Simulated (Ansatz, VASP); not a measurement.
**Cd: VASP beside Ansatz**

```
CELL_PARAMETERS angstrom
2.95324 0.00000 0.00000
-1.47662 2.55758 0.00000
0.00000 0.00000 5.56602
ATOMIC_POSITIONS crystal
Cd 0.33333 0.66667 0.25000
Cd 0.66667 0.33333 0.75000
```

Alike in both runs: task relaxation of cell and atoms; functional PBEsol; k mesh 18 × 18 × 8; occupations gaussian, width 0.1 eV; no spin polarisation.

|  | VASP | Ansatz |
| --- | --- | --- |
| version | VASP 6.6.1 | Ansatz 0.2.0 |
| potentials or method | VASP PAW PBE potentials, release 64 (Cd), cutoff 600 eV | scalar-relativistic, plane waves, PAW |
| valence electrons in the cell | 24 | 40 |

Ansatz gave:

| Item | Value |
| --- | --- |
| gap on the k mesh at the Fermi level, each at its own relaxed structure (eV) | none |
| relaxed volume (Å³/atom) | 21.05 |
| relaxed cell length with the largest relative difference (Å) | 5.606 |

Which values does VASP return?

gap on the k mesh at the Fermi level, each at its own relaxed structure (eV): none; relaxed volume (Å³/atom): 21.11; relaxed cell length with the largest relative difference (Å): 5.574.

VASP's potentials were made for PBE, not for PBEsol. A gap of «none» marks a metal or a gap that the smearing closes. VASP's potentials hold 24 valence electrons a cell and Ansatz's 40, so a difference there can come from the potentials and not from the codes.
